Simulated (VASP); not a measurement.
# MoW5 (P4/mmm) in VASP: further runs

MoW5 is run at these levels: r2SCAN, PBE; tasks: single point, relaxation of shape and atoms at fixed volume.

Program: VASP 6.6.1. These are calculated values, not measurements. Logs are shortened: lines on timing, memory, paths and dates and some standing lists are left out, and cuts for length are marked.

## 1. The cell of the first run

The structure is tetragonal, space group P4/mmm (No. 123). The conventional cell has a = 3.180 Å, b = 3.180 Å, c = 9.542 Å, α = 90.00°, β = 90.00°, γ = 90.00°. Mo (site symmetry 4/mmm) has 10 W at 2.75 to 3.18 Å and 4 Mo at 3.18 Å within 3.6 Å. W (site symmetry 4mm) has 4 Mo at 2.75 Å and 10 W at 2.76 to 3.19 Å within 3.6 Å. Within 3.6 Å of W (site symmetry 4mm) lie 13 W at 2.76 to 3.19 Å and 1 Mo at 3.18 Å. Within 3.6 Å of W (site symmetry 4/mmm) lie 14 W at 2.76 to 3.19 Å.

## 2. Single point, r2SCAN

The input, POSCAR:

```
MoW5
1.0
    3.1798401000      0.0000000000      0.0000000000
    0.0000000000      3.1798401000      0.0000000000
    0.0000000000      0.0000000000      9.5417943000
Mo W
1 5
Direct
    0.5000000000      0.5000000000      0.5000000000
    0.0000000000      0.0000000000      0.6659340000
    0.5000000000      0.5000000000      0.8328580000
    0.0000000000      0.0000000000      0.0000000000
    0.5000000000      0.5000000000      0.1671420000
    0.0000000000      0.0000000000      0.3340660000
```

The input, INCAR.step1:

```
PREC = Accurate ; ENCUT = 520
ISMEAR = 0 ; SIGMA = 0.1
LREAL = F ; LASPH = T
NELM = 60 ; NBANDS = 51
GGA = PE ; ALGO = Normal
EDIFF = 1E-4 ; LWAVE = T
LCHARG = F
```

The input, INCAR.step2:

```
PREC = Accurate ; ENCUT = 520
EDIFF = 1E-6 ; ISMEAR = 0
SIGMA = 0.1 ; LREAL = F
LASPH = T ; NELM = 60
ALGO = Normal ; ISIF = 2
LWAVE = F ; LCHARG = F
METAGGA = R2SCAN ; LMIXTAU = T
NBANDS = 51 ; ISTART = 1
```

The input, KPOINTS:

```
Automatic mesh
0
Gamma
  12 12 4
```

Potentials or basis: VASP PAW PBE potentials, release 64 (Mo_sv, W_sv).

Started as:

```
$ cat potpaw_PBE.64/Mo_sv/POTCAR potpaw_PBE.64/W_sv/POTCAR > POTCAR
$ cp INCAR.step1 INCAR
$ mpirun -np 1 vasp_std > vasp.out
$ cp INCAR.step2 INCAR
$ mpirun -np 1 vasp_std > vasp.out
```

OUTCAR:

```text
PREC = Accurate
   ENCUT = 520
   EDIFF = 1E-6
   ISMEAR = 0
   LREAL = F
   LASPH = T
   NELM = 60
   ISIF = 2
   METAGGA = R2SCAN
   ISTART = 1

 ion  position               nearest neighbor table
   1  0.500  0.500  0.500-   2 2.75   6 2.75   2 2.75   6 2.75   2 2.75   6 2.75   2 2.75   6 2.75
                             5 3.18   3 3.18
   2  0.000  0.000  0.666-   1 2.75   1 2.75   1 2.75   1 2.75   3 2.76   3 2.76   3 2.76   3 2.76
                             6 3.17   4 3.19
   3  0.500  0.500  0.833-   2 2.76   2 2.76   2 2.76   2 2.76   4 2.76   4 2.76   4 2.76   4 2.76
                             1 3.18   5 3.19
   4  0.000  0.000  0.000-   3 2.76   5 2.76   3 2.76   5 2.76   3 2.76   5 2.76   3 2.76   5 2.76
                             2 3.19   6 3.19
   5  0.500  0.500  0.167-   6 2.76   6 2.76   6 2.76   6 2.76   4 2.76   4 2.76   4 2.76   4 2.76
                             1 3.18   3 3.19
   6  0.000  0.000  0.334-   1 2.75   1 2.75   1 2.75   1 2.75   5 2.76   5 2.76   5 2.76   5 2.76
                             2 3.17   4 3.19

  LATTYP: Found a simple tetragonal cell.
 ALAT       =     3.1798401000
 C/A-ratio  =     3.0007151303

  Lattice vectors:

 A1 = (   3.1798401000,   0.0000000000,   0.0000000000)
 A2 = (   0.0000000000,   3.1798401000,   0.0000000000)
 A3 = (   0.0000000000,   0.0000000000,   9.5417943000)

Analysis of symmetry for initial positions (statically):
=====================================================================
 Subroutine PRICEL returns:
 Original cell was already a primitive cell.

 Routine SETGRP: Setting up the symmetry group for a
 simple tetragonal supercell.

 Subroutine GETGRP returns: Found 16 space group operations
 (whereof 16 operations were pure point group operations)
 out of a pool of 16 trial point group operations.

The static configuration has the point symmetry D_4h.

Analysis of symmetry for dynamics (positions and initial velocities):
=====================================================================
 Subroutine PRICEL returns:
 Original cell was already a primitive cell.

 Routine SETGRP: Setting up the symmetry group for a
 simple tetragonal supercell.

 Subroutine GETGRP returns: Found 16 space group operations
 (whereof 16 operations were pure point group operations)
 out of a pool of 16 trial point group operations.

The dynamic configuration has the point symmetry D_4h.

 Subroutine INISYM returns: Found 16 space group operations
 (whereof 16 operations are pure point group operations),
[... 107 lines left out ...]
   NSW    =      0    number of steps for IOM
   IBRION =     -1    ionic relax: 0-MD 1-quasi-New 2-CG
   NFREE  =      0    steps in history (QN), initial steepest desc. (CG)
   ISIF   =      2    stress and relaxation
   ISYM   =      2    0-nonsym 1-usesym 2-fastsym
   POTIM  = 0.5000    time-step for ionic-motion
   TEBEG  =    0.0;   TEEND  =   0.0 temperature during run
   PSTRESS=    0.0 pullay stress
   NELECT =      84.0000    total number of electrons
   NUPDOWN=      -1.0000    fix difference up-down
   EMIN   =  10.00;   EMAX   =-10.00  energy-range for DOS
   EFERMI =   0.00;   METHOD = LEGACY
   ISMEAR =     0;   SIGMA  =   0.10  broadening in eV -4-tet -1-fermi 0-gaus
   EFERMI_NEDOS =   21; number of points for ismear=-14 and -15
   IALGO  =     38    algorithm
   IMIX   =      4    mixing-type and parameters
     AMIX     =   0.40;   BMIX     =  1.00
     AMIX_MAG =   1.60;   BMIX_MAG =  1.00
  volume/ion in A,a.u.               =      16.08       108.51
  Fermi-wavevector in a.u.,A,eV,Ry     =   1.563223  2.954064 33.248115  2.443667
  Thomas-Fermi vector in A             =   2.666026
   LORBIT       =      0    0 simple, 1 ext, 2 COOP (PROOUT), +10 PAW based schemes
   METAGGA = R2SCAN    functional components
   LHFCALC =     F    Hartree Fock is set to
   AEXX    =    0.0000 exact exchange contribution
   IVDW    =     0    specifies the selected vdW correction
   LEPSILON=     F    determine dielectric tensor
   LRPA    =     F    only Hartree local field effects (RPA)
 non-spin polarized calculation
 Gauss-broadening in eV      SIGMA  =   0.10
  energy-cutoff  :      520.00
  volume of cell :       96.48
 maximum number of plane-waves:      2640
 NGX is ok and might be reduce to    24
   NGX = 11   NGY = 11   NGZ = 35

 number of electron      83.9999992 magnetization

 Free energy of the ion-electron system (eV)
  ---------------------------------------------------
  ext. energy  EPLUGINS =         0.00000000
  ---------------------------------------------------
  free energy    TOTEN  =      -282.84917850 eV

  energy without entropy =     -282.84066849  energy(sigma->0) =     -282.84492349

 E-fermi :  11.2678     XC(G=0): -14.8015

 val. band max:       11.2463382575   @ k =   0.0000   0.0000   0.0000
 cond. band min:      11.2838380856   @ k =   0.4167   0.0000   0.0000
 fundamental gap:      0.0374998281
 Fermi energy:        11.2677680898

 k-point     1 :       0.0000    0.0000    0.0000
  band No.  band energies     occupation
      1     -64.8722      2.00000
      2     -64.8439      2.00000
      3     -64.7876      2.00000
      4     -64.6998      2.00000
      5     -64.6473      2.00000
      6     -51.7183      2.00000
[... 1285 lines left out ...]
     50      14.4761      0.00000
     51      14.5600      0.00000

 [... further k-points ...]

------------------------ aborting loop because EDIFF is reached ----------------------------------------

  FORCE on cell =-STRESS in cart. coord.  units (eV):
  Direction    XX          YY          ZZ          XY          YZ          ZX
  --------------------------------------------------------------------------------------
  -------------------------------------------------------------------------------------
  Total       -1.7781512     -1.7781512     -1.8059847      0.0000000     -0.0000000      0.0000000
  in kB      -29.5283149    -29.5283149    -29.9905229      0.0000000     -0.0000000      0.0000000
  external PRESSURE =     -29.6823842 kB  Pullay stress =       0.0000000 kB

 VOLUME and BASIS-vectors are now :
 -----------------------------------------------------------------------------
  energy-cutoff  :      520.00
  volume of cell :       96.48
      direct lattice vectors                 reciprocal lattice vectors
     3.179840100  0.000000000  0.000000000     0.314481222  0.000000000  0.000000000
     0.000000000  3.179840100  0.000000000     0.000000000  0.314481222  0.000000000
     0.000000000  0.000000000  9.541794300     0.000000000  0.000000000  0.104802092

 POSITION                                       TOTAL-FORCE (eV/Angst)
 -----------------------------------------------------------------------------------
      1.58992      1.58992      4.77090        -0.000000     -0.000000      0.000000
      0.00000      0.00000      6.35421         0.000000      0.000000      0.038406
      1.58992      1.58992      7.94696        -0.000000      0.000000      0.019956
      0.00000      0.00000      0.00000        -0.000000     -0.000000      0.000000
      1.58992      1.58992      1.59483        -0.000000     -0.000000     -0.019956
      0.00000      0.00000      3.18759         0.000000      0.000000     -0.038406
 -----------------------------------------------------------------------------------
    total drift:                                0.000000     -0.000000      0.000000

  FREE ENERGIE OF THE ION-ELECTRON SYSTEM (eV)
  ---------------------------------------------------
  free  energy   TOTEN  =      -282.8491785010 eV

  energy  without entropy=     -282.8406684858  energy(sigma->0) =     -282.84492349
```

Run time: 14 min. Hardware: 1 thread of Intel Xeon 8259CL, shared host; peak memory 0.43 GiB.

Results:

```yaml
Free_energy: -282.8492 eV
Pressure: -3.0 GPa
Largest_force: 0.038 eV/Å
Band_gap_on_the_k_mesh: zero (bands 42 and 43 overlap by 1.18 eV)
```

Forces on the atoms (eV/Å):
```
Mo   0.000  0.000  0.000
W    0.000  0.000  0.038
W    0.000  0.000  0.020
W    0.000  0.000  0.000
W    0.000  0.000 -0.020
W    0.000  0.000 -0.038
```

Caveat: the PAW data sets were made with another functional, which shifts forces and pressure a little; spin-orbit coupling is left out, which moves the levels of the heavy elements.

## 3. Relaxation of shape and atoms at fixed volume, PBE (17.69 Å³/atom)

This run uses another cell than the first one, of 17.69 Å³/atom.

The input, INCAR:

```
ALGO     = Fast           # electronic algorithm
EDIFF    = 1E-7           # SCF threshold, eV
EDIFFG   = -0.01          # ionic threshold
ENCUT    = 600            # plane-wave cutoff, eV
GGA      = PE             # functional
IBRION   = 2              # ionic algorithm
ISIF     = 4              # what is computed and relaxed
ISMEAR   = 0              # smearing method
LASPH    = True           # aspherical terms in the spheres
LCHARG   = False          # write CHGCAR
LREAL    = False          # projectors in reciprocal space
LWAVE    = False          # write WAVECAR
NELM     = 100            # most SCF steps
NSW      = 50             # ionic steps
PREC     = Accurate       # precision mode
SIGMA    = 0.1            # smearing width, eV
```

The input, KPOINTS:

```
k-points
0
Gamma
  12 12 4
```

The input, POSCAR:

```
MoW5
1.0
    3.2825545774      0.0000000000      0.0000000000
    0.0000000000      3.2825545774      0.0000000000
    0.0000000000      0.0000000000      9.8493912049
Mo W
1 5
Direct
    0.5000000000      0.5000000000      0.5000000000
    0.0000000000      0.0000000000      0.6663489877
    0.5000000000      0.5000000000      0.8329509880
    0.0000000000      0.0000000000      0.0000000000
    0.5000000000      0.5000000000      0.1670490120
    0.0000000000      0.0000000000      0.3336510123
```

Potentials or basis: VASP PAW PBE potentials, release 64 (Mo_sv, W_sv).

Started as:

```
$ cat potpaw_PBE.64/Mo_sv/POTCAR potpaw_PBE.64/W_sv/POTCAR > POTCAR
$ mpirun -np 1 vasp_std > vasp.out
```

It took 39 min on 1 thread of Oxide Virtual Turin-like, shared host; peak memory 0.53 GiB.

The run converged. Its results:

```yaml
Free_energy: -75.0028 eV
Energy_gained_by_relaxing: 0.0 meV/atom
Ionic_steps: 5
Pressure_after_relaxing: -22.8 GPa
Band_gap_on_the_k_mesh: zero (bands 42 and 43 overlap by 0.96 eV)
```

Forces on the atoms (eV/Å):
```
Mo   0.000  0.000  0.000
W    0.000  0.000 -0.001
W    0.000  0.000  0.002
W    0.000  0.000  0.000
W    0.000  0.000 -0.002
W    0.000  0.000  0.001
```

Step by step:
```
step  energy change (eV)  largest force (eV/Å)  pressure (GPa)  volume (Å³)
   1              0.0000                0.0442          -22.83       106.13
   2             -0.0001                0.0106          -22.82       106.13
   3             -0.0001                0.0112          -22.82       106.13
   4             -0.0001                0.0117          -22.82       106.13
   5             -0.0001                0.0022          -22.82       106.13
```

Final structure:
```xyz
6
Lattice="3.2826 0.0000 0.0000 0.0000 3.2826 0.0000 0.0000 0.0000 9.8493" Properties=species:S:1:pos:R:3 pbc="T T T"
Mo    1.6413    1.6413    4.9246
W     0.0000    3.2826    6.5661
W     1.6413    1.6413    8.2046
W     0.0000    0.0000    9.8493
W     1.6413    1.6413    1.6447
W     0.0000    0.0000    3.2832
```

Levels at points of the mesh, in eV from the Fermi level:
| k point | band 39 | band 40 | band 41 | band 42 | band 43 | band 44 | band 45 | band 46 |
| --- | --- | --- | --- | --- | --- | --- | --- | --- |
| (0.00, 0.00, 0.00) | -0.99 | -0.99 | -0.57 | -0.48 | -0.10 | 0.00 | 0.67 | 0.67 |
| (0.50, 0.00, 0.00) | -0.89 | -0.86 | -0.53 | -0.52 | -0.43 | -0.42 | 1.02 | 1.21 |
| (0.50, 0.50, 0.00) | -1.62 | -1.62 | 0.53 | 0.53 | 1.63 | 1.79 | 1.98 | 2.25 |
| (0.00, 0.00, 0.50) | -0.85 | -0.78 | -0.52 | -0.52 | -0.43 | -0.43 | 1.03 | 1.07 |
| (0.50, 0.00, 0.50) | -1.58 | -1.54 | 0.19 | 0.27 | 0.35 | 0.37 | 0.55 | 0.55 |
| (0.50, 0.50, 0.50) | -0.46 | -0.46 | -0.22 | -0.22 | 1.68 | 1.96 | 1.98 | 2.06 |

Caveat: spin-orbit coupling is left out, which moves the levels of the heavy elements.

The gap in the log of VASP goes by the Fermi energy; the results here count the filled bands.